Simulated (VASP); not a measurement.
# KTaO3 (Pm-3m) in VASP: a series of runs, part 2 of 2

VASP 6.6.1. The steps go on from the part before.

### Step 5. Single point, r2SCAN+U

This run uses another cell than the first one, of 12.83 Å³/atom.

Input file POSCAR:

```
KTaO3
1.0
    4.0033880518      0.0000000000      0.0000000000
    0.0000000000      4.0033880518      0.0000000000
    0.0000000000      0.0000000000      4.0033880518
Ta K O
1 1 3
Direct
    0.0000000000      0.0000000000      0.0000000000
    0.5000000000      0.5000000000      0.5000000000
    0.0000000000      0.0000000000      0.5000000000
    0.0000000000      0.5000000000      0.0000000000
    0.5000000000      0.0000000000      0.0000000000
```

Input file INCAR.step1:

```
SYSTEM = KTaO3
ALGO     = Normal         ! electronic algorithm
EDIFF    = 1E-4           ! SCF threshold, eV
ENCUT    = 520            ! plane-wave cutoff, eV
GGA      = PE             ! functional
ISMEAR   = -1             ! smearing method
LASPH    = .True.         ! aspherical terms in the spheres
LCHARG   = .False.        ! write CHGCAR
LDAU     = .True.         ! DFT+U
LDAUJ    = 0 0 0        
LDAUL    = 2 -1 -1        ! shell
LDAUTYPE = 2            
LDAUU    = 6 0 0          ! U, eV
LMAXMIX  = 4              ! l up to which the mixer works
LREAL    = .False.        ! projectors in reciprocal space
LWAVE    = .True.         ! write WAVECAR
NBANDS   = 27             ! bands
NELM     = 150            ! most SCF steps
PREC     = Accurate       ! precision mode
SIGMA    = 0.05           ! smearing width, eV
```

Input file INCAR.step2:

```
SYSTEM = KTaO3
ALGO     = Normal         ! electronic algorithm
EDIFF    = 1E-7           ! SCF threshold, eV
ENCUT    = 520            ! plane-wave cutoff, eV
ISIF     = 2              ! what is computed and relaxed
ISMEAR   = -1             ! smearing method
ISTART   = 1            
LASPH    = .True.         ! aspherical terms in the spheres
LCHARG   = .False.        ! write CHGCAR
LDAU     = .True.         ! DFT+U
LDAUJ    = 0 0 0        
LDAUL    = 2 -1 -1        ! shell
LDAUPRINT= 1            
LDAUTYPE = 2            
LDAUU    = 6 0 0          ! U, eV
LMAXMIX  = 4              ! l up to which the mixer works
LMIXTAU  = .True.       
LREAL    = .False.        ! projectors in reciprocal space
LWAVE    = .False.        ! write WAVECAR
METAGGA  = R2SCAN         ! meta-GGA
NBANDS   = 27             ! bands
NELM     = 150            ! most SCF steps
PREC     = Accurate       ! precision mode
SIGMA    = 0.05           ! smearing width, eV
```

Input file KPOINTS:

```
k-points
0
Gamma
  7 7 7
  0 0 0
```

Potentials or basis: VASP PAW PBE potentials, release 64 (Ta_pv, K_sv, O).

The run is started by

```bash
$ cat potpaw_PBE.64/Ta_pv/POTCAR potpaw_PBE.64/K_sv/POTCAR potpaw_PBE.64/O/POTCAR > POTCAR
$ cp INCAR.step1 INCAR
$ mpirun -np 1 vasp_std > vasp.out
$ cp INCAR.step2 INCAR
$ mpirun -np 1 vasp_std > vasp.out
```

OUTCAR:

```text
SYSTEM = KTaO3
   EDIFF = 1E-7
   ENCUT = 520
   ISIF = 2
   ISMEAR = -1
   ISTART = 1
   LASPH = .True.
   LREAL = .False.
   METAGGA = R2SCAN
   NELM = 150
   PREC = Accurate

 ion  position               nearest neighbor table
   1  0.000  0.000  0.000-   3 2.00   4 2.00   5 2.00   3 2.00   4 2.00   5 2.00   2 3.47   2 3.47
                             2 3.47   2 3.47   2 3.47   2 3.47   2 3.47   2 3.47
   2  0.500  0.500  0.500-   3 2.83   4 2.83   5 2.83   4 2.83   5 2.83   3 2.83   5 2.83   5 2.83
                             3 2.83   4 2.83   4 2.83   3 2.83   1 3.47   1 3.47   1 3.47   1 3.47
   3  0.000  0.000  0.500-   1 2.00   1 2.00   2 2.83   2 2.83   2 2.83   2 2.83
   4  0.000  0.500  0.000-   1 2.00   1 2.00   2 2.83   2 2.83   2 2.83   2 2.83
   5  0.500  0.000  0.000-   1 2.00   1 2.00   2 2.83   2 2.83   2 2.83   2 2.83

  LATTYP: Found a simple cubic cell.
 ALAT       =     4.0033880518

  Lattice vectors:

 A1 = (   4.0033880518,   0.0000000000,   0.0000000000)
 A2 = (   0.0000000000,   4.0033880518,   0.0000000000)
 A3 = (   0.0000000000,   0.0000000000,   4.0033880518)

Analysis of symmetry for initial positions (statically):
[... 213 lines left out ...]
 val. band max:        1.5066525362   @ k =   0.4286   0.4286   0.4286
 cond. band min:       5.0753179269   @ k =   0.0000   0.0000   0.0000
 fundamental gap:      3.5686653908
 Fermi energy:         2.6797468096

 k-point     1 :       0.0000    0.0000    0.0000
  band No.  band energies     occupation
      1     -34.9878      2.00000
      2     -34.9878      2.00000
      3     -34.9878      2.00000
      4     -26.9275      2.00000
      5     -17.0345      2.00000
      6     -16.2327      2.00000
[... 589 lines left out ...]
     26      11.3832      0.00000
     27      13.4472      0.00000

------------------------ aborting loop because EDIFF is reached ----------------------------------------

  FORCE on cell =-STRESS in cart. coord.  units (eV):
  Direction    XX          YY          ZZ          XY          YZ          ZX
  --------------------------------------------------------------------------------------
  -------------------------------------------------------------------------------------
  Total        1.9937289      1.9937289      1.9937289     -0.0000000     -0.0000000     -0.0000000
  in kB       49.7844395     49.7844395     49.7844395     -0.0000000     -0.0000000     -0.0000000
  external PRESSURE =      49.7844395 kB  Pullay stress =       0.0000000 kB

 VOLUME and BASIS-vectors are now :
 -----------------------------------------------------------------------------
  energy-cutoff  :      520.00
  volume of cell :       64.16
      direct lattice vectors                 reciprocal lattice vectors
     4.003388052  0.000000000  0.000000000     0.249788426  0.000000000  0.000000000
     0.000000000  4.003388052  0.000000000     0.000000000  0.249788426  0.000000000
     0.000000000  0.000000000  4.003388052     0.000000000  0.000000000  0.249788426

 POSITION                                       TOTAL-FORCE (eV/Angst)
 -----------------------------------------------------------------------------------
      0.00000      0.00000      0.00000         0.000000      0.000000      0.000000
      2.00169      2.00169      2.00169         0.000000      0.000000      0.000000
      0.00000      0.00000      2.00169         0.000000      0.000000      0.000000
      0.00000      2.00169      0.00000         0.000000      0.000000      0.000000
      2.00169      0.00000      0.00000         0.000000      0.000000      0.000000
 -----------------------------------------------------------------------------------
    total drift:                                0.000000     -0.000000      0.000000

  FREE ENERGIE OF THE ION-ELECTRON SYSTEM (eV)
  ---------------------------------------------------
  free  energy   TOTEN  =       -82.6754854344 eV

  energy  without entropy=      -82.6754854344  energy(sigma->0) =      -82.67548543
```

It took 2.3 min on 1 thread of AMD EPYC 7R13, shared host; peak memory 0.19 GiB.

What came out:

* Free energy: -82.6755 eV
* Pressure: 5.0 GPa
* Band gap on the k mesh: 3.57 eV (least direct gap 4.24 eV)

Eigenvalues of the final occupation matrices:
```csv
site,spin,trace,eigenvalues
site 1 d,1,0.89,0.12 0.12 0.12 0.27 0.27
site 1 d,2,0.89,0.12 0.12 0.12 0.27 0.27
```

Caveat: the cell stands under pressure; the PAW data sets were made with another functional, which shifts forces and pressure a little; spin-orbit coupling is left out, which moves the levels of the heavy elements; an odd mesh through Γ misses points on the zone boundary, where band edges can lie.

### Step 6. Overview

```tsv
U	cell	gap on the mesh (eV)	pressure (GPa)
Ta d U = 3.0 eV	a = 3.996 Å, 5 atoms	3.09	3.0
Ta d U = 4.0 eV	a = 3.998 Å, 5 atoms	3.24	3.7
Ta d U = 5.0 eV	a = 4.001 Å, 5 atoms	3.40	4.3
Ta d U = 6.0 eV	a = 4.003 Å, 5 atoms	3.57	5.0
```

Alike in all rows: task single point; level r2SCAN+U; potentials or basis VASP PAW PBE potentials, release 64 (Ta_pv, K_sv, O); no spin polarisation; k mesh 7 × 7 × 7; cutoff (eV) 520; smearing fermi-dirac 0.05 eV.

Caveats: the cell stands under pressure; the PAW data sets were made with another functional, which shifts forces and pressure a little; spin-orbit coupling is left out, which moves the levels of the heavy elements; an odd mesh through Γ misses points on the zone boundary, where band edges can lie.

Absolute energies hang on the potentials; compare differences alone.
